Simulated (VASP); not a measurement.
## Ni: single point with LDA

Ni:

```
CELL_PARAMETERS angstrom
2.41130 0.00000 0.00000
-1.20565 2.08825 0.00000
0.00000 0.00000 4.07281
ATOMIC_POSITIONS crystal
Ni 0.33333 0.66667 0.25000
Ni 0.66667 0.33333 0.75000
```

This cell differs from its parent crystal: x and y stretched by -1.5 %, z held.

```
Program             : VASP 6.6.1
Task                : single point
Functional          : LDA
Potentials or basis : VASP PAW LDA potentials, release 64 (Ni)
Cutoff              : 520 eV
k mesh              : 15 × 15 × 8
Occupations         : fermi-dirac, width 0.08 eV
Spin                : collinear spin, ferromagnetic start
Starting moments    : [1.5, 1.5] μB
```

The pressure is -4.2 GPa and the net moment is 1.19 μB per cell. The site moments are Ni +0.60 μB and the valence electrons inside the program's atomic spheres are Ni 9.43.

Stress tensor (GPa, compression positive):
```
-1.51  0.00  0.00
 0.00 -1.51  0.00
 0.00  0.00 -9.47
```

Levels at points of the mesh, in eV from the Fermi level:
Spin up:
```
           k point  band 8  band 9  band 10  band 11  band 12  band 13  band 14  band 15
(0.00, 0.00, 0.00)   -1.54   -1.54    -0.72    -0.61    -0.61     5.66    23.64    25.15
(0.00, 0.00, 0.50)   -2.43   -0.92    -0.92    -0.92    -0.92    14.17    14.17    24.34
```
Spin down:
| k point | band 6 | band 7 | band 8 | band 9 | band 10 | band 11 | band 12 | band 13 |
| --- | --- | --- | --- | --- | --- | --- | --- | --- |
| (0.00, 0.00, 0.00) | -1.56 | -1.56 | -0.96 | -0.96 | -0.68 | 0.01 | 0.01 | 6.05 |
| (0.00, 0.00, 0.50) | -1.85 | -1.85 | -1.85 | -0.31 | -0.31 | -0.31 | -0.31 | 14.36 |

Wall time 46 s on 1 thread of AMD EPYC 9R45 96-Core Processor (Zen 5), with other jobs on the host, peak memory 0.16 GiB.

Caveat: the cell differs from its parent crystal (x and y stretched by -1.5 %, z held).
